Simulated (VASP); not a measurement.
**Zn: single point with PBE0**

The system is Zn.

```
Zn
1.0
    -1.55851    1.55851    1.55851
     1.55851   -1.55851    1.55851
     1.55851    1.55851   -1.55851
Zn
1
Direct
  0.00000 0.00000 0.00000
```

This isn't the form of Zn at room conditions, which is hcp.

* Program: VASP 6.6.1
* Task: single point
* Functional: PBE0
* Potentials or basis: VASP PAW PBE potentials, release 64 (Zn)
* Cutoff: 520 eV
* k mesh: 8 × 8 × 8
* Occupations: fermi-dirac, width 0.05 eV
* Spin: no spin polarisation

```json
{
 "Pressure": "-1.1 GPa",
 "Band gap on the k mesh": "zero (bands 6 and 7 overlap by 6.35 eV)"
}
```

Levels at points of the mesh, in eV from the Fermi level:
| k point | band 2 | band 3 | band 4 | band 5 | band 6 | band 7 | band 8 | band 9 | band 10 | band 11 |
| --- | --- | --- | --- | --- | --- | --- | --- | --- | --- | --- |
| (0.00, 0.00, 0.00) | -10.41 | -10.41 | -10.41 | -9.90 | -9.90 | 21.33 | 21.33 | 21.33 | 22.31 | 22.31 |
| (0.50, 0.00, 0.00) | -10.72 | -9.92 | -9.87 | -9.51 | -3.38 | -1.10 | 13.05 | 14.25 | 16.82 | 18.56 |
| (0.50, 0.50, 0.50) | -10.98 | -9.58 | -9.58 | -9.58 | 5.25 | 5.25 | 5.25 | 9.42 | 9.54 | 9.54 |

Wall time 13 min on 1 thread of Intel(R) Xeon(R) 6975P-C (Granite Rapids), with other jobs on the host, peak memory 0.14 GiB.

Caveat: the PAW data sets were made with another functional, which shifts forces and pressure a little.
